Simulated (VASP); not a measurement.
Here is a VASP 6.6.1 calculation.

Contents of INCAR:

```
SYSTEM = PtS2
PREC     = Accurate       ! precision mode
ENCUT    = 520            ! plane-wave cutoff, eV
EDIFF    = 1E-6           ! SCF threshold, eV
ISMEAR   = 0              ! smearing method
SIGMA    = 0.05           ! smearing width, eV
LREAL    = .False.        ! projectors in reciprocal space
LASPH    = .True.         ! aspherical terms in the spheres
NELM     = 80             ! most SCF steps
ALGO     = Normal         ! electronic algorithm
ISIF     = 2              ! what is computed and relaxed
LWAVE    = .False.        ! write WAVECAR
LCHARG   = .True.         ! write CHGCAR
GGA      = PE             ! functional
LELF     = .True.         ! ELF
LVHAR    = .True.       
NBANDS   = 18             ! bands
```

File KPOINTS:

```
regular mesh
0
Gamma
  12 12 6
  0 0 0
```

The input POSCAR:

```
PtS2
1.0
    3.5367986098      0.0000000000      0.0000000000
   -1.7683993049      3.0629574441      0.0000000000
    0.0000000000      0.0000000000      7.7066841707
Pt S
1 2
Direct
    0.0000000000      0.0000000000      0.0000000000
    0.3333333333      0.6666666667      0.1621486150
    0.6666666667      0.3333333333      0.8378513850
```

Potentials or basis: VASP PAW PBE potentials, release 64 (Pt, S).

The run is started by

```sh
$ cat potpaw_PBE.64/Pt/POTCAR potpaw_PBE.64/S/POTCAR > POTCAR
$ mpirun -np 1 vasp_std > vasp.out
```

Question: Predict the largest force.

Answer: 0.032 eV/Å.

Question: Predict the pressure.

Answer: 0.8 GPa.

Question: Predict the band gap on the k mesh.

Answer: 1.72 eV, indirect (least direct gap 1.87 eV).

Stress tensor (GPa, compression positive):
```
 1.25  0.00  0.00
 0.00  1.25  0.00
 0.00  0.00 -0.26
```

Caveat: spin-orbit coupling is left out, which moves the levels of the heavy elements; this functional lacks dispersion, which binds the layers, so the pressure and a relaxed spacing across them are unreliable. A k mesh can miss the band edges.
